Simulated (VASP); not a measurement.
# SnTe3 (Fm-3m) in VASP: notebook

SnTe3 is run at these levels: PBE, r2SCAN; tasks: single point.

Everything below comes from runs of VASP 6.6.1. Logs are shortened: lines on timing, memory, paths and dates and some standing lists are left out, and cuts for length are marked.

## 1. The cell of the first run

The structure is cubic, space group Fm-3m (No. 225). Conventional cell: a = 7.722 Å, b = 7.722 Å, c = 7.722 Å, α = 90.00°, β = 90.00°, γ = 90.00°. Within 4.4 Å of Te (site symmetry m-3m) lie 8 Te at 3.34 Å and 6 Sn at 3.86 Å. Within 4.4 Å of Te (site symmetry -43m) lie 10 Te at 3.34 to 3.86 Å and 4 Sn at 3.34 Å. Within 4.4 Å of Sn (site symmetry m-3m) lie 14 Te at 3.34 to 3.86 Å.

## 2. Single point, PBE, non-collinear spin, zero start, spin-orbit coupling

INCAR reads:

```
SYSTEM = SnTe3
PREC = Accurate
ENCUT = 520
EDIFF = 1E-7
ISMEAR = 1
SIGMA = 0.1
LREAL = .False.
LASPH = .True.
NELM = 150
ALGO = Normal
ISIF = 2
LWAVE = .False.
LCHARG = .False.
MAGMOM = 0 0 0 0 0 0 0 0 0 0 0 0
LORBIT = 11
LSORBIT = .True.
GGA_COMPAT = .False.
LORBMOM = .True.
GGA = PE
NBANDS = 46
```

KPOINTS reads:

```
Automatic mesh
0
Gamma
  5 5 5
  0 0 0
```

POSCAR reads:

```
SnTe3
1.0
    0.0000000000      3.8612190000      3.8612190000
    3.8612190000      0.0000000000      3.8612190000
    3.8612190000      3.8612190000      0.0000000000
Te Sn
3 1
Direct
    0.5000000000      0.5000000000      0.5000000000
    0.7500000000      0.7500000000      0.7500000000
    0.2500000000      0.2500000000      0.2500000000
    0.0000000000      0.0000000000      0.0000000000
```

Potentials or basis: VASP PAW PBE potentials, release 64 (Te, Sn_d).

On the command line:

```console
> cat potpaw_PBE.64/Te/POTCAR potpaw_PBE.64/Sn_d/POTCAR > POTCAR
> mpirun -np 1 vasp_ncl > vasp.out
```

OUTCAR:

```text
SYSTEM = SnTe3
   PREC = Accurate
   ENCUT = 520
   EDIFF = 1E-7
   ISMEAR = 1
   LREAL = .False.
   LASPH = .True.
   NELM = 150
   ISIF = 2
   LORBIT = 11
   LSORBIT = .True.
   GGA = PE

 ion  position               nearest neighbor table
   1  0.500  0.500  0.500-   3 3.34   3 3.34   3 3.34   2 3.34   3 3.34   2 3.34   2 3.34   2 3.34

   2  0.750  0.750  0.750-   1 3.34   1 3.34   1 3.34   1 3.34   4 3.34   4 3.34   4 3.34   4 3.34

   3  0.250  0.250  0.250-   4 3.34   4 3.34   4 3.34   1 3.34   4 3.34   1 3.34   1 3.34   1 3.34

   4  0.000  0.000  0.000-   2 3.34   2 3.34   2 3.34   2 3.34   3 3.34   3 3.34   3 3.34   3 3.34

  LATTYP: Found a face centered cubic cell.
 ALAT       =     7.7224380000

  Lattice vectors:

 A1 = (   0.0000000000,   3.8612190000,   3.8612190000)
 A2 = (   3.8612190000,   0.0000000000,   3.8612190000)
 A3 = (   3.8612190000,   3.8612190000,   0.0000000000)

Analysis of symmetry for initial positions (statically):
=====================================================================
 Subroutine PRICEL returns:
 Original cell was already a primitive cell.

 Routine SETGRP: Setting up the symmetry group for a
 face centered cubic supercell.

 Subroutine GETGRP returns: Found 48 space group operations
 (whereof 48 operations were pure point group operations)
 out of a pool of 48 trial point group operations.

The static configuration has the point symmetry O_h .

Analysis of symmetry for dynamics (positions and initial velocities):
=====================================================================
 Subroutine PRICEL returns:
 Original cell was already a primitive cell.

 Routine SETGRP: Setting up the symmetry group for a
 face centered cubic supercell.

 Subroutine GETGRP returns: Found 48 space group operations
 (whereof 48 operations were pure point group operations)
 out of a pool of 48 trial point group operations.

The dynamic configuration has the point symmetry O_h .

Analysis of structural, dynamic, and magnetic symmetry:
=====================================================================
 Subroutine PRICEL returns:
 Original cell was already a primitive cell.

 Routine SETGRP: Setting up the symmetry group for a
 face centered cubic supercell.

 Subroutine GETGRP returns: Found 48 space group operations
 (whereof 48 operations were pure point group operations)
 out of a pool of 48 trial point group operations.

The overall configuration has the point symmetry O_h .

 Subroutine INISYM returns: Found 48 space group operations
 (whereof 48 operations are pure point group operations),
 and found     1 'primitive' translations

----------------------------------------------------------------------------------------

                                     Primitive cell

  volume of cell :     115.1339

  direct lattice vectors                    reciprocal lattice vectors
     0.000000000  3.861219000  3.861219000    -0.129492785  0.129492785  0.129492785
     3.861219000  0.000000000  3.861219000     0.129492785 -0.129492785  0.129492785
     3.861219000  3.861219000  0.000000000     0.129492785  0.129492785 -0.129492785

  length of vectors
     5.460588277  5.460588277  5.460588277     0.224288082  0.224288082  0.224288082

  position of ions in fractional coordinates (direct lattice)
     0.500000000  0.500000000  0.500000000
     0.750000000  0.750000000  0.750000000
     0.250000000  0.250000000  0.250000000
     0.000000000  0.000000000  0.000000000

  ion indices of the primitive-cell ions
   primitive index   ion index
                 1           1
                 2           2
                 3           3
[... 97 lines left out ...]

 number of electron      31.9999997 magnetization      -0.0000000     -0.0000000      0.0000000

 number of electron      31.9999997 magnetization      -0.0000000      0.0000000      0.0000000

 Free energy of the ion-electron system (eV)
  ---------------------------------------------------
  ext. energy  EPLUGINS =         0.00000000
  ---------------------------------------------------
  free energy    TOTEN  =       -12.99175198 eV

  energy without entropy =      -12.98441668  energy(sigma->0) =      -12.98930688

 E-fermi :   7.5116     XC(G=0): -10.0272

 val. band max:        7.4646293247   @ k =   0.4000   0.0000   0.0000
 cond. band min:       7.5258592012   @ k =  -0.4000   0.4000   0.2000
 fundamental gap:      0.0612298765
 Fermi energy:         7.5116273258

 k-point     1 :       0.0000    0.0000    0.0000
  band No.  band energies     occupation
      1     -14.5773      1.00000
      2     -14.5773      1.00000
      3     -14.5773      1.00000
      4     -14.5773      1.00000
      5     -13.5418      1.00000
      6     -13.5418      1.00000
[... 459 lines left out ...]
     43      13.8326      0.00000
     44      13.8326      0.00000
 [bands above 44 left out]

------------------------ aborting loop because EDIFF is reached ----------------------------------------

  FORCE on cell =-STRESS in cart. coord.  units (eV):
  Direction    XX          YY          ZZ          XY          YZ          ZX
  --------------------------------------------------------------------------------------
  -------------------------------------------------------------------------------------
  Total        0.3313561      0.3313561      0.3313561     -0.0000000      0.0000000      0.0000000
  in kB        4.6110752      4.6110752      4.6110752     -0.0000000      0.0000000      0.0000000
  external PRESSURE =       4.6110752 kB  Pullay stress =       0.0000000 kB

 VOLUME and BASIS-vectors are now :
 -----------------------------------------------------------------------------
  energy-cutoff  :      520.00
  volume of cell :      115.13
      direct lattice vectors                 reciprocal lattice vectors
     0.000000000  3.861219000  3.861219000    -0.129492785  0.129492785  0.129492785
     3.861219000  0.000000000  3.861219000     0.129492785 -0.129492785  0.129492785
     3.861219000  3.861219000  0.000000000     0.129492785  0.129492785 -0.129492785

 POSITION                                       TOTAL-FORCE (eV/Angst)
 -----------------------------------------------------------------------------------
      3.86122      3.86122      3.86122        -0.000000     -0.000000     -0.000000
      5.79183      5.79183      5.79183         0.000000      0.000000      0.000000
      1.93061      1.93061      1.93061        -0.000000     -0.000000     -0.000000
      0.00000      0.00000      0.00000        -0.000000     -0.000000     -0.000000
 -----------------------------------------------------------------------------------
    total drift:                               -0.000000      0.000000      0.000000

  FREE ENERGIE OF THE ION-ELECTRON SYSTEM (eV)
  ---------------------------------------------------
  free  energy   TOTEN  =       -12.9917519841 eV

  energy  without entropy=      -12.9844166850  energy(sigma->0) =      -12.98930688

 orbital moment (x)

 # of ion     p       d       tot
 ----------------------------------------
  1         0.000   0.000   0.000
  2         0.000  -0.000  -0.000
  3        -0.000  -0.000  -0.000
  4         0.000  -0.000  -0.000
 ----------------------------------------
           -0.000  -0.000  -0.000

 orbital moment (y)

 # of ion     p       d       tot
 ----------------------------------------
  1         0.000   0.000   0.000
  2         0.000  -0.000  -0.000
  3         0.000   0.000   0.000
  4         0.000   0.000   0.000
 ----------------------------------------
            0.000   0.000   0.000

 orbital moment (z)

 # of ion     p       d       tot
 ----------------------------------------
  1         0.000   0.000   0.000
  2         0.000   0.000   0.000
  3         0.000   0.000   0.000
  4         0.000   0.000   0.000
 ----------------------------------------
            0.000   0.000   0.000

 Spin-Orbit-Coupling matrix elements

 Ion:    1  E_soc:     -0.2967833
 l=   1
     0.0000000    -0.0492947    -0.0492947
    -0.0492947     0.0000000    -0.0492947
    -0.0492947    -0.0492947     0.0000000
 l=   2
     0.0000000    -0.0000471     0.0000000    -0.0000471    -0.0001220
    -0.0000471     0.0000000    -0.0000915    -0.0000471    -0.0000305
     0.0000000    -0.0000915     0.0000000    -0.0000915     0.0000000
    -0.0000471    -0.0000471    -0.0000915     0.0000000    -0.0000305
    -0.0001220    -0.0000305     0.0000000    -0.0000305     0.0000000
 l=   3
     0.0000000     0.0000000     0.0000000     0.0000000     0.0000000     0.0000000     0.0000000
     0.0000000     0.0000000     0.0000000     0.0000000     0.0000000     0.0000000     0.0000000
     0.0000000     0.0000000     0.0000000     0.0000000     0.0000000     0.0000000     0.0000000
     0.0000000     0.0000000     0.0000000     0.0000000     0.0000000     0.0000000     0.0000000
[... 49 lines left out ...]
 l=   2
     0.0000000    -0.0012134     0.0000000    -0.0012134    -0.0049484
    -0.0012134     0.0000000    -0.0037113    -0.0012134    -0.0012371
     0.0000000    -0.0037113     0.0000000    -0.0037113     0.0000000
    -0.0012134    -0.0012134    -0.0037113     0.0000000    -0.0012371
    -0.0049484    -0.0012371     0.0000000    -0.0012371     0.0000000
 l=   3
     0.0000000     0.0000000     0.0000000     0.0000000     0.0000000     0.0000000     0.0000000
     0.0000000     0.0000000     0.0000000     0.0000000     0.0000000     0.0000000     0.0000000
     0.0000000     0.0000000     0.0000000     0.0000000     0.0000000     0.0000000     0.0000000
     0.0000000     0.0000000     0.0000000     0.0000000     0.0000000     0.0000000     0.0000000
     0.0000000     0.0000000     0.0000000     0.0000000     0.0000000     0.0000000     0.0000000
     0.0000000     0.0000000     0.0000000     0.0000000     0.0000000     0.0000000     0.0000000
     0.0000000     0.0000000     0.0000000     0.0000000     0.0000000     0.0000000     0.0000000

 total charge

# of ion       s       p       d       tot
------------------------------------------
    1        1.447   1.734   0.046   3.227
    2        1.420   1.824   0.040   3.284
    3        1.420   1.824   0.040   3.284
    4        1.346   0.712   9.976  12.033
--------------------------------------------------
tot          5.633   6.095  10.101  21.829

 magnetization (x)

# of ion       s       p       d       tot
------------------------------------------
    1        0.000   0.000  -0.000   0.000
    2       -0.000  -0.000   0.000  -0.000
    3       -0.000  -0.000   0.000  -0.000
    4        0.000   0.000  -0.000  -0.000
--------------------------------------------------
tot         -0.000  -0.000  -0.000  -0.000

 magnetization (y)

# of ion       s       p       d       tot
------------------------------------------
    1        0.000   0.000  -0.000  -0.000
    2       -0.000  -0.000   0.000  -0.000
    3       -0.000  -0.000   0.000  -0.000
    4       -0.000   0.000   0.000  -0.000
--------------------------------------------------
tot         -0.000  -0.000  -0.000  -0.000

 magnetization (z)

# of ion       s       p       d       tot
------------------------------------------
    1        0.000   0.000  -0.000   0.000
    2        0.000   0.000   0.000   0.000
    3       -0.000   0.000   0.000   0.000
    4       -0.000   0.000  -0.000  -0.000
--------------------------------------------------
tot         -0.000   0.000  -0.000   0.000
```

Wall time 2.5 min (1 thread of Intel Xeon 6975P-C (Granite Rapids), shared host); peak memory 0.57 GiB.

What came out:

| Property | Result |
| --- | --- |
| Free energy | -12.9918 eV |
| Pressure | 0.5 GPa |
| Net moment | 0.00 μB per cell |
| Valence electrons inside the program's atomic spheres | Te 3.23, 3.28; Sn 12.03 |

Moments on the atoms (μB; x, y, z):
```
Te  0.00 0.00 0.00
Te  0.00 0.00 0.00
Te  0.00 0.00 0.00
Sn  0.00 0.00 0.00
```

Caveat: this odd mesh misses L, where the gap lies, so gap, dielectric constants and Born charges aren't listed.

## 3. Single point, PBE

This run uses another cell than the first one, of 27.06 Å³/atom, 0.940 times its volume.

INCAR reads:

```
ALGO = Normal
EDIFF = 1E-6
ENCUT = 520
GGA = PE
ISIF = 2
ISMEAR = -1
LASPH = T
LCHARG = F
LREAL = F
LWAVE = F
NBANDS = 24
NELM = 100
PREC = Accurate
SIGMA = 0.05
```

KPOINTS reads:

```
k-points
0
Gamma
  6 6 6
```

POSCAR reads:

```
SnTe3
1.0
    0.0000000000      3.7823964951      3.7823964951
    3.7823964951      0.0000000000      3.7823964951
    3.7823964951      3.7823964951      0.0000000000
Te Sn
3 1
Direct
    0.5000000000      0.5000000000      0.5000000000
    0.7500000000      0.7500000000      0.7500000000
    0.2500000000      0.2500000000      0.2500000000
    0.0000000000      0.0000000000      0.0000000000
```

Potentials or basis: VASP PAW PBE potentials, release 64 (Te, Sn_d).

On the command line:

```console
> cat potpaw_PBE.64/Te/POTCAR potpaw_PBE.64/Sn_d/POTCAR > POTCAR
> mpirun -np 1 vasp_std > vasp.out
```

Run time: 28 s. Hardware: 1 thread of Intel Xeon Platinum 8488C (Sapphire Rapids), shared host; peak memory 0.24 GiB.

Results (log left out):

| Quantity | Value |
| --- | --- |
| Free energy | -12.5520 eV |
| Pressure | 3.5 GPa |
| Band gap on the k mesh | zero (band 16 reaches 8.96 eV, above the bottom of band 17 at 6.54 eV) |

Levels at points of the mesh, in eV from the Fermi level:
| k point | band 12 | band 13 | band 14 | band 15 | band 16 | band 17 | band 18 | band 19 | band 20 | band 21 |
| --- | --- | --- | --- | --- | --- | --- | --- | --- | --- | --- |
| (0.00, 0.00, 0.00) | -3.59 | -3.57 | -3.57 | -3.57 | -2.03 | -2.03 | -2.03 | 2.88 | 2.88 | 4.44 |
| (0.50, 0.00, 0.00) | -3.73 | -3.73 | -2.03 | -1.98 | 0.39 | 0.39 | 1.46 | 1.78 | 1.78 | 3.60 |
| (0.50, 0.50, 0.00) | -1.53 | -0.83 | -0.63 | -0.63 | 0.06 | 0.17 | 0.17 | 2.23 | 3.44 | 3.44 |

Caveat: spin-orbit coupling is left out, which moves the levels of the heavy elements.

## 4. Single point, PBE

This run uses another cell than the first one, of 29.93 Å³/atom, 1.040 times its volume.

INCAR reads:

```
ALGO     = Normal         # electronic algorithm
EDIFF    = 1E-7           # SCF threshold, eV
ENCUT    = 520            # plane-wave cutoff, eV
GGA      = PE             # functional
ISIF     = 2              # what is computed and relaxed
ISMEAR   = -1             # smearing method
LASPH    = True           # aspherical terms in the spheres
LCHARG   = True           # write CHGCAR
LELF     = True           # ELF
LREAL    = False          # projectors in reciprocal space
LVHAR    = True         
LWAVE    = False          # write WAVECAR
NBANDS   = 24             # bands
NELM     = 80             # most SCF steps
PREC     = Accurate       # precision mode
SIGMA    = 0.05           # smearing width, eV
```

KPOINTS is that of step 3.

POSCAR reads:

```
SnTe3
1.0
    0.0000000000      3.9120303401      3.9120303401
    3.9120303401      0.0000000000      3.9120303401
    3.9120303401      3.9120303401      0.0000000000
Te Sn
3 1
Direct
    0.5000000000      0.5000000000      0.5000000000
    0.7500000000      0.7500000000      0.7500000000
    0.2500000000      0.2500000000      0.2500000000
    0.0000000000      0.0000000000      0.0000000000
```

On the command line:

```console
> cat potpaw_PBE.64/Te/POTCAR potpaw_PBE.64/Sn_d/POTCAR > POTCAR
> mpirun -np 1 vasp_std > vasp.out
```

It took 46 s on 1 thread of Intel Xeon Platinum 8488C (Sapphire Rapids), shared host; peak memory 0.26 GiB.

It converged, with:

| Property | Result |
| --- | --- |
| Free energy | -12.6027 eV |
| Pressure | -1.7 GPa |
| Band gap on the k mesh | zero (band 16 reaches 7.58 eV, above the bottom of band 17 at 5.49 eV) |

Levels at points of the mesh, in eV from the Fermi level:
```
           k point  band 13  band 14  band 15  band 16  band 17  band 18  band 19  band 20
(0.00, 0.00, 0.00)    -3.10    -3.10    -3.10    -1.70    -1.70    -1.70     3.23     3.23
(0.50, 0.00, 0.00)    -3.21    -2.00    -1.88     0.40     0.40     1.18     1.84     1.84
(0.50, 0.50, 0.00)    -0.99    -0.54    -0.54     0.04     0.19     0.19     2.05     3.21
```

Caveat: spin-orbit coupling is left out, which moves the levels of the heavy elements.

## 5. Single point, r2SCAN

This run uses another cell than the first one, of 27.06 Å³/atom, 0.940 times its volume.

POSCAR reads:

```
SnTe3
1.0
    0.0000000000      3.7823964951      3.7823964951
    3.7823964951      0.0000000000      3.7823964951
    3.7823964951      3.7823964951      0.0000000000
Te Sn
3 1
Direct
    0.5000000000      0.5000000000      0.5000000000
    0.7500000000      0.7500000000      0.7500000000
    0.2500000000      0.2500000000      0.2500000000
    0.0000000000      0.0000000000      0.0000000000
```

INCAR.step1 reads:

```
PREC = Accurate
ENCUT = 520
ISMEAR = -1
SIGMA = 0.05
LREAL = F
LASPH = T
NELM = 80
NBANDS = 24
GGA = PE
ALGO = Normal
EDIFF = 1E-4
LWAVE = T
LCHARG = F
```

INCAR.step2 reads:

```
PREC = Accurate
ENCUT = 520
EDIFF = 1E-6
ISMEAR = -1
SIGMA = 0.05
LREAL = F
LASPH = T
NELM = 80
ALGO = Normal
ISIF = 2
LWAVE = F
LCHARG = F
METAGGA = R2SCAN
LMIXTAU = T
NBANDS = 24
ISTART = 1
```

KPOINTS reads:

```
regular mesh
0
Gamma
  6 6 6
```

On the command line:

```console
> cat potpaw_PBE.64/Te/POTCAR potpaw_PBE.64/Sn_d/POTCAR > POTCAR
> cp INCAR.step1 INCAR
> mpirun -np 1 vasp_std > vasp.out
> cp INCAR.step2 INCAR
> mpirun -np 1 vasp_std > vasp.out
```

It took 1.7 min on 1 thread of Intel Xeon Platinum 8488C (Sapphire Rapids), shared host; peak memory 0.27 GiB.

It converged, with:

```yaml
Free_energy: -99.8755 eV
Pressure: 3.5 GPa
Band_gap_on_the_k_mesh: zero (band 16 reaches 8.90 eV, above the bottom of band 17 at 6.34 eV)
```

Levels at points of the mesh, in eV from the Fermi level:
```csv
k point,band 14,band 15,band 16,band 17,band 18,band 19
"(0.00, 0.00, 0.00)",-3.76,-3.76,-2.16,-2.16,-2.16,3.31
"(0.50, 0.00, 0.00)",-2.13,-2.03,0.40,0.40,1.52,1.93
"(0.50, 0.50, 0.00)",-0.76,-0.75,-0.04,0.12,0.12,2.35
```

Caveat: the PAW data sets were made with another functional, which shifts forces and pressure a little; spin-orbit coupling is left out, which moves the levels of the heavy elements.

[end of part 1 of 2]
